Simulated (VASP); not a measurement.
A run of VASP 6.6.1 is set up as follows.

INCAR

```
SYSTEM = Cd
PREC = Accurate
ENCUT = 520
EDIFF = 1E-6
ISMEAR = -1
SIGMA = 0.05
LREAL = .False.
LASPH = .True.
NELM = 100
ALGO = Normal
ISIF = 2
LWAVE = .False.
LCHARG = .False.
NBANDS = 19
```

Contents of KPOINTS:

```
regular mesh
0
Gamma
  10 10 5
  0 0 0
```

The input POSCAR:

```
Cd
1.0
    3.0180701533      0.0000000000      0.0000000000
   -1.5090350766      2.6137254232      0.0000000000
    0.0000000000      0.0000000000      5.6915749249
Cd
2
Direct
    0.6666666667      0.3333333333      0.7500000000
    0.3333333333      0.6666666667      0.2500000000
```

Potentials or basis: VASP PAW LDA potentials, release 64 (Cd).

Run with:

```sh
$ cat potpaw_LDA.64/Cd/POTCAR > POTCAR
$ mpirun -np 1 vasp_std > vasp.out
```

Q: Predict the band gap on the k mesh.

A: Zero (band 12 reaches 3.40 eV, above the bottom of band 13 at -0.41 eV).

Q: What does it give for the pressure?

A: -5.7 GPa.

Stress tensor (GPa, compression positive):
```
-6.06  0.00  0.00
 0.00 -6.06  0.00
 0.00  0.00 -4.90
```
